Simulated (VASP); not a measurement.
A run of VASP 6.6.1 is set up as follows.

The input INCAR:

```
SYSTEM = CuF
ALGO = Normal
EDIFF = 1E-6
ENCUT = 700
GGA = PE
GGA_COMPAT = .False.
ISIF = 2
ISMEAR = -1
LASPH = .True.
LCHARG = .False.
LREAL = .False.
LWAVE = .False.
NBANDS = 34
NELM = 120
PREC = Accurate
SIGMA = 0.02
```

Contents of KPOINTS:

```
k-points
0
Gamma
  6 6 4
  0 0 0
```

Contents of POSCAR:

```
CuF
1.0
    3.5086571495      0.0000000000      0.0000000000
   -1.7543285748      3.0385862246      0.0000000000
    0.0000000000      0.0000000000      5.0825198930
Cu F
2 2
Direct
    0.3333333333      0.6666666667      0.2500000000
    0.6666666667      0.3333333333      0.7500000000
    0.6666666667      0.3333333333      0.2500000000
    0.3333333333      0.6666666667      0.7500000000
```

Potentials or basis: VASP PAW PBE potentials, release 64 (Cu_sv_GW, F).

Command:

```console
$ cat potpaw_PBE.64/Cu_sv_GW/POTCAR potpaw_PBE.64/F/POTCAR > POTCAR
$ mpirun -np 1 vasp_std > vasp.out
```

(1) Predict the band gap on the k mesh.

(2) Predict the pressure.

## Answers

(1) zero (band 26 reaches 3.31 eV, above the bottom of band 27 at 3.28 eV).

(2) 2.1 GPa.

Caveat: semilocal functionals often make such compounds metallic where correlation or magnetic order opens a gap, which also shifts bond lengths.
